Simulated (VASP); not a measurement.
# Mo3P3H in VASP: further runs, part 2 of 2

VASP 6.6.1.

### 3 Single point, PBEsol

File INCAR:

```
ALGO = Normal ; DIPOL = 0.5 0.5 0.492
EDIFF = 1E-6 ; ENCUT = 400
GGA = PS ; GGA_COMPAT = F
IDIPOL = 3 ; ISIF = 2
ISMEAR = 0 ; LASPH = T
LCHARG = F ; LDIPOL = T
LREAL = F ; LWAVE = F
NBANDS = 38 ; NELM = 120
NELMDL = -8 ; PREC = Accurate
SIGMA = 0.1
```

File KPOINTS:

```
k-points
0
Gamma
  9 9 1
```

File POSCAR:

```
Mo3P3H
1.0
    3.1741350969      0.0000000000      0.0000000000
    0.0000000000      3.2062346803      0.0000000000
    0.0000000000      0.0000000000     25.4789215952
Mo P H
3 3 1
Direct
    0.0000000000      0.5000000000      0.3336090960
    0.0000000000      0.0000000000      0.4425886174
    0.0000000000      0.5000000000      0.5501261364
    0.5000000000      0.0000000000      0.3699356032
    0.5000000000      0.5000000000      0.4792943049
    0.5000000000      0.0000000000      0.5907329554
    0.5000000000      0.0000000000      0.6744429529
```

Potentials or basis: VASP PAW PBE potentials, release 64 (Mo_sv, P, H).

Launch:

```sh
cat potpaw_PBE.64/Mo_sv/POTCAR potpaw_PBE.64/P/POTCAR potpaw_PBE.64/H/POTCAR > POTCAR
mpirun -np 1 vasp_std > vasp.out
```

OUTCAR:

```text
EDIFF = 1E-6
   ENCUT = 400
   GGA = PS
   ISIF = 2
   ISMEAR = 0
   LASPH = T
   LREAL = F
   NELM = 120
   NELMDL = -8
   PREC = Accurate

 ion  position               nearest neighbor table
   1  0.000  0.500  0.334-   4 2.44   4 2.44   4 2.44   4 2.44   2 3.21   2 3.21
   2  0.000  0.000  0.443-   4 2.44   4 2.44   5 2.44   5 2.44   5 2.44   5 2.44   3 3.17   3 3.17
                             1 3.21   1 3.21
   3  0.000  0.500  0.550-   5 2.40   5 2.40   6 2.48   6 2.48   6 2.48   6 2.48   2 3.17   2 3.17

   4  0.500  0.000  0.370-   2 2.44   2 2.44   1 2.44   1 2.44   1 2.44   1 2.44
   5  0.500  0.500  0.479-   3 2.40   3 2.40   2 2.44   2 2.44   2 2.44   2 2.44
   6  0.500  0.000  0.591-   3 2.48   3 2.48   3 2.48   3 2.48
   7  0.500  0.000  0.674-

  LATTYP: Found a simple orthorhombic cell.
 ALAT       =     3.1741350969
 B/A-ratio  =     1.0101128599
 C/A-ratio  =     8.0270438458

  Lattice vectors:

 A1 = (   3.1741350969,   0.0000000000,   0.0000000000)
 A2 = (   0.0000000000,   3.2062346803,   0.0000000000)
 A3 = (   0.0000000000,   0.0000000000,  25.4789215952)

Analysis of symmetry for initial positions (statically):
=====================================================================
 Subroutine PRICEL returns:
 Original cell was already a primitive cell.

 Routine SETGRP: Setting up the symmetry group for a
 simple orthorhombic supercell.

 Subroutine GETGRP returns: Found  4 space group operations
 (whereof  4 operations were pure point group operations)
 out of a pool of  8 trial point group operations.

The static configuration has the point symmetry C_2v.

Analysis of symmetry for dynamics (positions and initial velocities):
=====================================================================
 Subroutine PRICEL returns:
 Original cell was already a primitive cell.

 Routine SETGRP: Setting up the symmetry group for a
 simple orthorhombic supercell.

 Subroutine GETGRP returns: Found  4 space group operations
 (whereof  4 operations were pure point group operations)
 out of a pool of  8 trial point group operations.

The dynamic configuration has the point symmetry C_2v.

 Subroutine INISYM returns: Found  4 space group operations
 (whereof  4 operations are pure point group operations),
 and found     1 'primitive' translations

----------------------------------------------------------------------------------------

                                     Primitive cell

  volume of cell :     259.2995

  direct lattice vectors                    reciprocal lattice vectors
     3.174135097  0.000000000  0.000000000     0.315046452  0.000000000  0.000000000
     0.000000000  3.206234680  0.000000000     0.000000000  0.311892328  0.000000000
     0.000000000  0.000000000 25.478921595     0.000000000  0.000000000  0.039248129

  length of vectors
     3.174135097  3.206234680 25.478921595     0.315046452  0.311892328  0.039248129

  position of ions in fractional coordinates (direct lattice)
     0.000000000  0.500000000  0.333609096
     0.000000000  0.000000000  0.442588617
     0.000000000  0.500000000  0.550126136
     0.500000000  0.000000000  0.369935603
[... 42 lines left out ...]
  0.000000  0.000000  0.000000      1.000000
  0.111111  0.000000  0.000000      2.000000
  0.222222  0.000000  0.000000      2.000000
  0.333333  0.000000  0.000000      2.000000
  0.444444  0.000000  0.000000      2.000000
  0.000000  0.111111  0.000000      2.000000
[... 16 lines left out ...]
  0.222222  0.444444  0.000000      4.000000
  0.333333  0.444444  0.000000      4.000000
   k-points           NKPTS =     25   k-points in BZ     NKDIM =     25   number of bands    NBANDS=     38
   number of dos      NEDOS =    301   number of ions     NIONS =      7
   total plane-waves  NPLWV =  96768
   dimension x,y,z NGX =    24 NGY =   24 NGZ =  168
   dimension x,y,z NGXF=    48 NGYF=   48 NGZF=  336
   ions per type =               3   3   1
   NGX,Y,Z   is equivalent  to a cutoff of  12.57, 12.44, 10.96 a.u.
   NGXF,Y,Z  is equivalent  to a cutoff of  25.14, 24.89, 21.92 a.u.
 SYSTEM =  unknown system
   PREC   = accura    normal or accurate (medium, high low for compatibility)
   ISTART =      0    job   : 0-new  1-cont  2-samecut
   ICHARG =      2    charge: 1-file 2-atom 10-const
   ISPIN  =      1    spin polarized calculation?
   LNONCOLLINEAR =      F non collinear calculations
   LSORBIT =      F    spin-orbit coupling
   LASPH  =      T    aspherical Exc in radial PAW
   ENCUT  =  400.0 eV  29.40 Ry    5.42 a.u.   5.18  5.23 41.55*2*pi/ulx,y,z
   NELM   =    120;   NELMIN=  2; NELMDL= -8     # of ELM steps
   EDIFF  = 0.1E-05   stopping-criterion for ELM
   LREAL  =      F    real-space projection
[... 7 lines left out ...]
   TEBEG  =    0.0;   TEEND  =   0.0 temperature during run
   PSTRESS=    0.0 pullay stress
   NELECT =      58.0000    total number of electrons
   NUPDOWN=      -1.0000    fix difference up-down
   EMIN   =  10.00;   EMAX   =-10.00  energy-range for DOS
   EFERMI =   0.00;   METHOD = LEGACY
   ISMEAR =     0;   SIGMA  =   0.10  broadening in eV -4-tet -1-fermi 0-gaus
   EFERMI_NEDOS =   21; number of points for ismear=-14 and -15
   IALGO  =     38    algorithm
   IMIX   =      4    mixing-type and parameters
     AMIX     =   0.40;   BMIX     =  1.00
     AMIX_MAG =   1.60;   BMIX_MAG =  1.00
  volume/ion in A,a.u.               =      37.04       249.98
  Fermi-wavevector in a.u.,A,eV,Ry     =   0.993765  1.877943 13.436683  0.987568
  Thomas-Fermi vector in A             =   2.125669
   LORBIT       =      0    0 simple, 1 ext, 2 COOP (PROOUT), +10 PAW based schemes
   GGA     = PS    functional components
   LHFCALC =     F    Hartree Fock is set to
   AEXX    =    0.0000 exact exchange contribution
   IVDW    =     0    specifies the selected vdW correction
   LEPSILON=     F    determine dielectric tensor
   LRPA    =     F    only Hartree local field effects (RPA)
 non-spin polarized calculation
 Gauss-broadening in eV      SIGMA  =   0.10
  energy-cutoff  :      400.00
  volume of cell :      259.30
 maximum number of plane-waves:      4759
 NGX is ok and might be reduce to    24
   NGX = 11   NGY = 11   NGZ = 83

 dipolmoment           0.000000      0.000000     -0.001966 electrons x Angstroem

 number of electron      58.0000009 magnetization

 dipolmoment           0.000000      0.000000      0.051369 electrons x Angstroem

 Free energy of the ion-electron system (eV)
  ---------------------------------------------------
  ext. energy  EPLUGINS =         0.00000000
  ---------------------------------------------------
  free energy    TOTEN  =       -55.86592135 eV

  energy without entropy =      -55.84196049  energy(sigma->0) =      -55.85394092

 E-fermi :   0.6889     XC(G=0):  -5.2860

 val. band max:        0.6730604398   @ k =   0.3333   0.1111   0.0000
 cond. band min:       0.6942074664   @ k =   0.4444   0.0000   0.0000
 fundamental gap:      0.0211470267
 Fermi energy:         0.6888753103

 k-point     1 :       0.0000    0.0000    0.0000
  band No.  band energies     occupation
      1     -60.4354      2.00000
      2     -60.2706      2.00000
      3     -60.0042      2.00000
      4     -34.6742      2.00000
      5     -34.5742      2.00000
      6     -34.4764      2.00000
[... 973 lines left out ...]
     37       4.4422      0.00000
     38       4.9285      0.00000

 [... further k-points ...]

------------------------ aborting loop because EDIFF is reached ----------------------------------------

 vacuum level on the upper side and lower side of the slab       (xc-potential included)         0.320        -0.528

  FORCE on cell =-STRESS in cart. coord.  units (eV):
  Direction    XX          YY          ZZ          XY          YZ          ZX
  --------------------------------------------------------------------------------------
  -------------------------------------------------------------------------------------
  Total       -4.3121167     -6.1054961     -7.1756969      0.0000000      0.0000000      0.0000000
  in kB      -26.6439943    -37.7250464    -44.3376747      0.0000000      0.0000000      0.0000000
  external PRESSURE =     -36.2355718 kB  Pullay stress =       0.0000000 kB

 VOLUME and BASIS-vectors are now :
 -----------------------------------------------------------------------------
  energy-cutoff  :      400.00
  volume of cell :      259.30
      direct lattice vectors                 reciprocal lattice vectors
     3.174135097  0.000000000  0.000000000     0.315046452  0.000000000  0.000000000
     0.000000000  3.206234680  0.000000000     0.000000000  0.311892328  0.000000000
     0.000000000  0.000000000 25.478921595     0.000000000  0.000000000  0.039248129

 POSITION                                       TOTAL-FORCE (eV/Angst)
 -----------------------------------------------------------------------------------
      0.00000      1.60312      8.50000         0.000000      0.000000      1.983718
      0.00000      0.00000     11.27668         0.000000      0.000000     -0.266824
      0.00000      1.60312     14.01662         0.000000      0.000000      0.206210
      1.58707      0.00000      9.42556         0.000000      0.000000     -1.741777
      1.58707      1.60312     12.21190         0.000000      0.000000     -0.264951
      1.58707      0.00000     15.05124         0.000000      0.000000      2.520777
      1.58707      0.00000     17.18408         0.000000      0.000000     -2.437152
 -----------------------------------------------------------------------------------
    total drift:                                0.000000      0.000000      0.000558

  FREE ENERGIE OF THE ION-ELECTRON SYSTEM (eV)
  ---------------------------------------------------
  free  energy   TOTEN  =       -55.8659213473 eV

  energy  without entropy=      -55.8419604884  energy(sigma->0) =      -55.85394092

 vacuum level on the upper side and lower side of the slab         5.973         5.103
```

It took 10 min on 1 thread of AMD EPYC 7R43 (Zen 3), shared host; peak memory 0.34 GiB.

What came out:

| Item | Value |
| --- | --- |
| Free energy | -55.8659 eV |
| Largest force | 2.521 eV/Å |
| Band gap on the k mesh | zero (bands 29 and 30 overlap by 0.97 eV) |

Forces in eV/Å, atoms in the order of the input:
```
Mo   0.000  0.000  1.984
Mo   0.000  0.000 -0.267
Mo   0.000  0.000  0.206
P    0.000  0.000 -1.742
P    0.000  0.000 -0.265
P    0.000  0.000  2.521
H    0.000  0.000 -2.437
```

Levels at points of the mesh, in eV from the Fermi level:
```
           k point  band 25  band 26  band 27  band 28  band 29  band 30  band 31  band 32  band 33  band 34
(0.00, 0.00, 0.00)    -1.88    -1.20    -0.99    -0.55    -0.28    -0.20     0.33     0.59     1.49     2.12
```

Caveat: the PAW data sets were made with another functional, which shifts forces and pressure a little.

### 4 Single point, PBEsol

File INCAR:

```
SYSTEM = Mo3P3H
ALGO = Normal
DIPOL = 0.5 0.5 0.494
EDIFF = 1E-6
ENCUT = 400
GGA = PS
GGA_COMPAT = .False.
IDIPOL = 3
ISIF = 2
ISMEAR = 0
LASPH = .True.
LCHARG = .False.
LDIPOL = .True.
LREAL = .False.
LWAVE = .False.
NBANDS = 38
NELM = 120
NELMDL = -8
PREC = Accurate
SIGMA = 0.1
```

File KPOINTS:

```
k-points
0
Gamma
  9 9 1
  0 0 0
```

POSCAR, as its differences from that of step 3:

```diff
@@ -14,2 +14,2 @@
     0.5000000000      0.0000000000      0.5907329554
-    0.5000000000      0.0000000000      0.6744429529
+    0.5000000000      0.0000000000      0.6940670173
```

Potentials or basis: VASP PAW PBE potentials, release 64 (Mo_sv, P, H).

Launch:

```sh
cat potpaw_PBE.64/Mo_sv/POTCAR potpaw_PBE.64/P/POTCAR potpaw_PBE.64/H/POTCAR > POTCAR
mpirun -np 1 vasp_std > vasp.out
```

OUTCAR:

```text
SYSTEM = Mo3P3H
   EDIFF = 1E-6
   ENCUT = 400
   GGA = PS
   ISIF = 2
   ISMEAR = 0
   LASPH = .True.
   LREAL = .False.
   NELM = 120
   NELMDL = -8
   PREC = Accurate

 ion  position               nearest neighbor table
   1  0.000  0.500  0.334-   4 2.44   4 2.44   4 2.44   4 2.44   2 3.21   2 3.21
   2  0.000  0.000  0.443-   4 2.44   4 2.44   5 2.44   5 2.44   5 2.44   5 2.44   3 3.17   3 3.17
                             1 3.21   1 3.21
   3  0.000  0.500  0.550-   5 2.40   5 2.40   6 2.48   6 2.48   6 2.48   6 2.48   2 3.17   2 3.17

[... 1205 lines left out ...]
  Total       -4.6280147     -6.0444678     -5.8110112      0.0000000      0.0000000      0.0000000
  in kB      -28.5958858    -37.3479609    -35.9054633      0.0000000      0.0000000      0.0000000
  external PRESSURE =     -33.9497700 kB  Pullay stress =       0.0000000 kB

 VOLUME and BASIS-vectors are now :
 -----------------------------------------------------------------------------
  energy-cutoff  :      400.00
  volume of cell :      259.30
      direct lattice vectors                 reciprocal lattice vectors
     3.174135097  0.000000000  0.000000000     0.315046452  0.000000000  0.000000000
     0.000000000  3.206234680  0.000000000     0.000000000  0.311892328  0.000000000
     0.000000000  0.000000000 25.478921595     0.000000000  0.000000000  0.039248129

 POSITION                                       TOTAL-FORCE (eV/Angst)
 -----------------------------------------------------------------------------------
      0.00000      1.60312      8.50000         0.000000      0.000000      1.973420
      0.00000      0.00000     11.27668         0.000000      0.000000     -0.279250
      0.00000      1.60312     14.01662         0.000000      0.000000      0.306203
      1.58707      0.00000      9.42556         0.000000      0.000000     -1.729250
      1.58707      1.60312     12.21190         0.000000      0.000000     -0.194861
      1.58707      0.00000     15.05124         0.000000      0.000000      1.282697
      1.58707      0.00000     17.68408         0.000000      0.000000     -1.358958
 -----------------------------------------------------------------------------------
    total drift:                               -0.000000      0.000000      0.000544

  FREE ENERGIE OF THE ION-ELECTRON SYSTEM (eV)
  ---------------------------------------------------
  free  energy   TOTEN  =       -54.9200880080 eV

  energy  without entropy=      -54.8958874238  energy(sigma->0) =      -54.90798772

 vacuum level on the upper side and lower side of the slab         6.390         4.876
```

OSZICAR:

```text
N       E                     dE             d eps       ncg     rms          rms(c)
DAV:   1     0.362969713429E+03    0.36297E+03   -0.30221E+04  2612   0.107E+03
DAV:   2    -0.394585680597E+02   -0.40243E+03   -0.39329E+03  2314   0.303E+02
DAV:   3    -0.581364201707E+02   -0.18678E+02   -0.17994E+02  2354   0.561E+01
[... 28 lines left out ...]
DAV:  32    -0.549200782137E+02   -0.58031E-05   -0.54766E-07  1376   0.168E-03    0.894E-04
DAV:  33    -0.549200831861E+02   -0.49724E-05   -0.21785E-07  1392   0.123E-03    0.103E-03
DAV:  34    -0.549200860072E+02   -0.28211E-05   -0.10870E-07  1276   0.890E-04    0.658E-04
DAV:  35    -0.549200871830E+02   -0.11758E-05   -0.65485E-08  1274   0.741E-04    0.396E-04
DAV:  36    -0.549200880080E+02   -0.82495E-06   -0.43011E-08  1288   0.454E-04
   1 F= -.54920088E+02 E0= -.54907988E+02  d E =-.242006E-01
```

It took 8.4 min on 1 thread of AMD EPYC 7R43 (Zen 3), shared host; peak memory 0.33 GiB.

What came out:

| Quantity | Value |
| --- | --- |
| Free energy | -54.9201 eV |
| Largest force | 1.973 eV/Å |
| Band gap on the k mesh | zero (bands 29 and 30 overlap by 0.99 eV) |

Forces in eV/Å, atoms in the order of the input:
```
Mo   0.000  0.000  1.973
Mo   0.000  0.000 -0.279
Mo   0.000  0.000  0.306
P    0.000  0.000 -1.729
P    0.000  0.000 -0.195
P    0.000  0.000  1.283
H    0.000  0.000 -1.359
```

Caveat: the PAW data sets were made with another functional, which shifts forces and pressure a little.

### 5 Overview

```tsv
cell	gap on the mesh (eV)	largest force (eV/Å)
as given, atomic positions A	none	12.14
as given, atomic positions B	none	2.52
as given, atomic positions C	none	1.97
```

Alike in all rows: task single point; level PBEsol; potentials or basis VASP PAW PBE potentials, release 64 (Mo_sv, P, H); no spin polarisation; k mesh 9 × 9 × 1; cutoff (eV) 400; smearing gaussian 0.1 eV.

Caveats: the PAW data sets were made with another functional, which shifts forces and pressure a little.

Absolute energies hang on the potentials; compare differences alone.

The gap in the log of VASP goes by the Fermi energy; the results here count the filled bands.